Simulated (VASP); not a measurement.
Wanted: the native input for a VASP 6.6.1 run.

| Item | Value |
| --- | --- |
| Task | single point |
| Functional | PBEsol |
| Potentials or basis | VASP PAW PBE potentials, release 64 (Ti_sv) |
| Cutoff | 520 eV |
| k mesh | 12 × 12 × 18 |
| Occupations | gaussian, width 0.1 eV |
| Spin | no spin polarisation |
| Dipole correction | no |
| Further INCAR settings | ALGO = Fast; EDIFF = 1e-06; NBANDS = 25 |

The structure of Ti lies in POSCAR:

```
Ti
1.0
    4.4701371517      0.0000000000      0.0000000000
   -2.2350685759      3.8712523318      0.0000000000
    0.0000000000      0.0000000000      2.7708057121
Ti
3
Direct
    0.0000000000      0.0000000000      0.0000000000
    0.3333333333      0.6666666667      0.5000000000
    0.6666666667      0.3333333333      0.5000000000
```

This isn't the form of Ti at room conditions, which is hcp.

This cell differs from its parent crystal: equal strain along all axes, cell held: -1.0 %.

One way to write it, as run:

INCAR

```
SYSTEM = Ti
PREC     = Accurate       ! precision mode
ENCUT    = 520            ! plane-wave cutoff, eV
EDIFF    = 1E-6           ! SCF threshold, eV
ISMEAR   = 0              ! smearing method
SIGMA    = 0.1            ! smearing width, eV
LREAL    = .FALSE.        ! projectors in reciprocal space
LASPH    = .TRUE.         ! aspherical terms in the spheres
NELM     = 100            ! most SCF steps
ALGO     = Fast           ! electronic algorithm
ISIF     = 2              ! what is computed and relaxed
LWAVE    = .FALSE.        ! write WAVECAR
LCHARG   = .FALSE.        ! write CHGCAR
GGA      = PS             ! functional
NBANDS   = 25             ! bands
```

KPOINTS

```
Automatic mesh
0
G
  12 12 18
  0 0 0
```

Potentials or basis: VASP PAW PBE potentials, release 64 (Ti_sv).

Launch:

```sh
$ cat potpaw_PBE.64/Ti_sv/POTCAR > POTCAR
$ mpirun -np 1 vasp_std > vasp.out
```

It gave:

- Pressure: 3.4 GPa
- Band gap on the k mesh: zero (bands 18 and 19 overlap by 0.39 eV)

Caveat: the cell differs from its parent crystal (equal strain along all axes, cell held: -1.0 %); the cell stands under pressure; the PAW data sets were made with another functional, which shifts forces and pressure a little.

Wall time 6.7 min on 1 thread of Intel(R) Xeon(R) 6975P-C (Granite Rapids), with other jobs on the host, peak memory 0.3 GiB.
